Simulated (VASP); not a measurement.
The system is Sr.

```
Sr
1.0
     4.83000    0.00000    0.00000
     0.00000    4.83000    0.00000
     0.00000    0.00000    4.83000
Sr
2
Cartesian
  0.0000 0.0000 0.0000
  2.4150 2.4150 2.4150
```

This isn't the form of Sr at room conditions, which is fcc.

| Item | Value |
| --- | --- |
| Program | VASP 6.6.1 |
| Task | relaxation of cell and atoms |
| Functional | PBEsol |
| Potentials or basis | VASP PAW PBE potentials, release 64 (Sr_sv) |
| Cutoff | 600 eV |
| k mesh | 5 × 5 × 5 |
| Occupations | gaussian, width 0.05 eV |
| Spin | no spin polarisation |

At the start: pressure -1.2 GPa; volume 56.34 Å³/atom.

Task: Where does the relaxation end?

Result: Over 3 steps the energy falls by 24.2 meV/atom and the volume is 50.72 Å³/atom (-10.0 %); space group Im-3m (No. 229, to 0.1 Å) before and after.

The path:
```tsv
step	energy change (eV)	largest force (eV/Å)	pressure (GPa)	volume (Å³)
1	0.0000	0.0000	-1.22	112.68
2	-0.0393	0.0000	-0.58	105.83
3	-0.0484	0.0000	-0.06	101.44
```

Final structure:
```
Sr
1.0
     4.66375    0.00000    0.00000
     0.00000    4.66375    0.00000
     0.00000    0.00000    4.66375
Sr
2
Direct
  0.00000 0.00000 0.00000
  0.50000 0.50000 0.50000
```

Caveat: the PAW data sets were made with another functional, which shifts forces and pressure a little.
